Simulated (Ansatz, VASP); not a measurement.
## Mg in VASP and in Ansatz

```xyz
6
Lattice="3.2088 0.0000 0.0000 -1.6044 2.7789 0.0000 0.0000 0.0000 27.8648" Properties=species:S:1:pos:R:3 pbc="T T T"
Mg    1.6044    0.9263    7.4812
Mg    0.0000    1.8526   10.0846
Mg    1.6044    0.9263   12.6483
Mg    0.0000    1.8526   15.2165
Mg    1.6044    0.9263   17.7802
Mg    0.0000    1.8526   20.3836
```

Alike in both runs: functional PBE; k mesh 12 × 12 × 1; occupations gaussian, width 0.1 eV; no spin polarisation.

Ansatz relaxed the structure, and its values are those at the end. VASP's run is a single point on that final structure, the one shown.

```csv
,VASP,Ansatz
version,VASP 6.6.1,Ansatz 0.2.0
potentials or method,"VASP PAW PBE potentials, release 64 (Mg), cutoff 520 eV","scalar-relativistic, plane waves, PAW"
valence electrons in the cell,12,60
```

```csv
,VASP,Ansatz,Ansatz less VASP
gap on the k mesh at the Fermi level (eV),none,none,-
rms of the force components (eV/Å),0.008,0.009,+0.0011
"work function, face that differs most (eV)",3.72,3.72,-0.004
```

A gap of «none» marks a metal or a gap that the smearing closes. The functional is the same, so the differences come from potentials, cutoffs and numerics. VASP's potentials hold 12 valence electrons a cell and Ansatz's 60, so a difference there can come from the potentials and not from the codes. Ansatz's warnings: xc potential rough in thin density.
